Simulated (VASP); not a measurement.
**SiC: single point with PBE**

SiC:

```xyz
2
Lattice="0.0000 2.1740 2.1740 2.1740 0.0000 2.1740 2.1740 2.1740 0.0000" Properties=species:S:1:pos:R:3 pbc="T T T"
Si    0.0000   -0.0884   -0.0884
C     3.2610    3.2610    3.2610
```

This cell differs from its parent crystal: all Si atoms moved +0.125 Å, as atom 1 towards its neighbour atom 1 (Si) at 3.075 Å.

```json
{"Program": "VASP 6.6.1", "Task": "single point", "Functional": "PBE", "Potentials or basis": "VASP PAW PBE potentials, release 64 (Si, C)", "Cutoff": "520 eV", "k mesh": "12 × 12 × 12", "Occupations": "gaussian, width 0.05 eV", "Spin": "no spin polarisation"}
```

| Quantity | Value |
| --- | --- |
| Pressure | 6.7 GPa |
| Largest force | 2.529 eV/Å |
| Band gap on the k mesh | 0.76 eV, indirect (least direct gap 4.29 eV) |

Forces on the atoms (eV/Å):
```
Si   0.554  1.745  1.745
C   -0.554 -1.745 -1.745
```

Stress tensor (GPa, compression positive):
```
7.73 6.24 6.24
6.24 6.16 2.37
6.24 2.37 6.16
```

Levels at points of the mesh, in eV from the valence-band top:
| k point | band 1 | band 2 | band 3 | band 4 | band 5 | band 6 | band 7 | band 8 | band 9 |
| --- | --- | --- | --- | --- | --- | --- | --- | --- | --- |
| (0.00, 0.00, 0.00) | -16.01 | -1.17 | -0.54 | 0.00 | 5.69 | 6.64 | 6.76 | 7.11 | 13.97 |
| (0.50, 0.00, 0.00) | -12.57 | -8.78 | -2.06 | -1.49 | 4.94 | 6.21 | 6.88 | 9.52 | 15.65 |
| (0.00, 0.50, 0.00) | -12.44 | -9.12 | -2.06 | -1.12 | 4.85 | 6.16 | 7.27 | 9.52 | 15.56 |
| (0.50, 0.50, 0.50) | -12.28 | -9.48 | -1.69 | -1.18 | 4.90 | 6.57 | 7.20 | 9.46 | 15.43 |
| (0.50, 0.50, 0.00) | -10.99 | -8.36 | -3.96 | -3.52 | 0.77 | 3.76 | 13.53 | 13.62 | 14.22 |
| (0.00, 0.50, 0.50) | -10.98 | -8.40 | -3.74 | -3.66 | 0.76 | 3.71 | 13.57 | 13.62 | 14.25 |

Wall time 38 s on 1 thread of Intel(R) Xeon(R) Platinum 8488C (Sapphire Rapids) (shared host), peak memory 0.21 GiB.

Caveat: the cell differs from its parent crystal (all Si atoms moved +0.125 Å, as atom 1 towards its neighbour atom 1 (Si) at 3.075 Å); forces of over 1 eV/Å act on the atoms, so gaps and moduli don't describe the material at rest. A k mesh can miss the band edges.
